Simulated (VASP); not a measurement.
A run of VASP 6.6.1 is set up as follows.

The input INCAR:

```
SYSTEM = CsZn
PREC = Accurate
ENCUT = 520
EDIFF = 1E-6
ISMEAR = -1
SIGMA = 0.05
LREAL = .FALSE.
LASPH = .TRUE.
NELM = 60
ALGO = Normal
ISIF = 2
LWAVE = .FALSE.
LCHARG = .FALSE.
GGA = PE
NBANDS = 18
```

Contents of KPOINTS:

```
regular mesh
0
G
  8 8 8
  0 0 0
```

The input POSCAR:

```
CsZn
1.0
    3.6399459845      0.0000000000      0.0000000000
    0.0000000000      3.6399459845      0.0000000000
    0.0000000000      0.0000000000      3.6399459845
Cs Zn
1 1
Direct
    0.0000000000      0.0000000000      0.0000000000
    0.5000000000      0.5000000000      0.5000000000
```

Potentials or basis: VASP PAW PBE potentials, release 64 (Cs_sv, Zn).

Command:

```console
$ cat potpaw_PBE.64/Cs_sv/POTCAR potpaw_PBE.64/Zn/POTCAR > POTCAR
$ mpirun -np 1 vasp_std > vasp.out
```

Problem. What does it give for the pressure?

Solution. 17.4 GPa.
